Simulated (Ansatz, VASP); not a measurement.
# One calculation of PtS2, two programs

The input INCAR:

```
PREC = Accurate ; ENCUT = 520
EDIFF = 1E-7 ; ISMEAR = -1
SIGMA = 0.05 ; LREAL = F
LASPH = T ; NELM = 100
ALGO = Fast ; ISIF = 2
LWAVE = F ; LCHARG = F
LMAXMIX = 4 ; GGA = RE
```

Contents of KPOINTS:

```
Automatic mesh
0
Gamma
  9 9 5
```

File POSCAR:

```
PtS2
1.0
    3.5432000000      0.0000000000      0.0000000000
   -1.7716000000      3.0685012107      0.0000000000
    0.0000000000      0.0000000000      5.0388000000
Pt S
1 2
Direct
    0.0000000000      0.0000000000      0.0000000000
    0.6666666667      0.3333333333      0.7730000000
    0.3333333333      0.6666666667      0.2270000000
```

File KPOINTS_OPT:

```
path GMKGALHA,LM,KH
10
line-mode
reciprocal
 0.0000000000  0.0000000000  0.0000000000  G
 0.5000000000  0.0000000000  0.0000000000  M

 0.5000000000  0.0000000000  0.0000000000  M
 0.3333333333  0.3333333333  0.0000000000  K

 0.3333333333  0.3333333333  0.0000000000  K
 0.0000000000  0.0000000000  0.0000000000  G

 0.0000000000  0.0000000000  0.0000000000  G
 0.0000000000  0.0000000000  0.5000000000  A

 0.0000000000  0.0000000000  0.5000000000  A
 0.5000000000  0.0000000000  0.5000000000  L

 0.5000000000  0.0000000000  0.5000000000  L
 0.3333333333  0.3333333333  0.5000000000  H

 0.3333333333  0.3333333333  0.5000000000  H
 0.0000000000  0.0000000000  0.5000000000  A

 0.5000000000  0.0000000000  0.5000000000  L
 0.5000000000  0.0000000000  0.0000000000  M

 0.3333333333  0.3333333333  0.0000000000  K
 0.3333333333  0.3333333333  0.5000000000  H
```

input.yaml

```yaml
crystal:
  lattice:
    - [3.5432, 0.0, 0.0]
    - [-1.7716, 3.0685012107, 0.0]
    - [0.0, 0.0, 5.0388]
  atoms:
    - { symbol: Pt, position: [0.0, 0.0, 0.0] }
    - { symbol: S, position: [0.6666666667, 0.3333333333, 0.773] }
    - { symbol: S, position: [0.3333333333, 0.6666666667, 0.227] }
hamiltonian:
  xc: revpbe
  pseudopotentials: { kind: paw }
kpoints:
  mp_grid: { grid: [9, 9, 5] }
  band_path:
    path:
      - [[0.0, 0.0, 0.0], [0.5, 0.0, 0.0], [0.3333333333, 0.3333333333, 0.0], [0.0, 0.0, 0.0], [0.0, 0.0, 0.5], [0.5, 0.0, 0.5], [0.3333333333, 0.3333333333, 0.5], [0.0, 0.0, 0.5]]
      - [[0.5, 0.0, 0.5], [0.5, 0.0, 0.0]]
      - [[0.3333333333, 0.3333333333, 0.0], [0.3333333333, 0.3333333333, 0.5]]
    npoints: 14
scf:
  occupations: { method: fermi_dirac, width: 0.05 }
  n_extra_bands: 7
output:
  forces: true
  stress: true
  eigenvalues: true
  fatbands: true
```

Alike in both runs: task band structure; functional revPBE; k mesh 9 × 9 × 5; occupations fermi-dirac, width 0.05 eV; no spin polarisation.

```csv
,VASP,Ansatz
version,VASP 6.6.1,Ansatz 0.2.0
potentials or method,"VASP PAW PBE potentials, release 64 (Pt, S)",Ansatz PAW
plane-wave cutoff (eV),520,420
valence electrons in the cell,22,30
```

VASP gave:

- gap on the k mesh at the Fermi level (eV): 1.07
- least direct gap on the mesh (eV): 1.11
- pressure (GPa): 13.0
- traceless stress, the component that is largest in VASP (GPa): -0.98
- rms of the force components (eV/Å): 0.590

Problem. Which values does Ansatz return?

Solution. gap on the k mesh at the Fermi level (eV): 1.06; least direct gap on the mesh (eV): 1.11; pressure (GPa): 13.6; traceless stress, the component that is largest in VASP (GPa): -1.19; rms of the force components (eV/Å): 0.615.

VASP's potentials were made for PBE, not for revPBE. Atom by atom the forces differ by 0.025 eV/Å (rms over components). VASP's potentials hold 22 valence electrons a cell and Ansatz's 30, so a difference there can come from the potentials and not from the codes.

Neither program's run includes spin-orbit coupling.
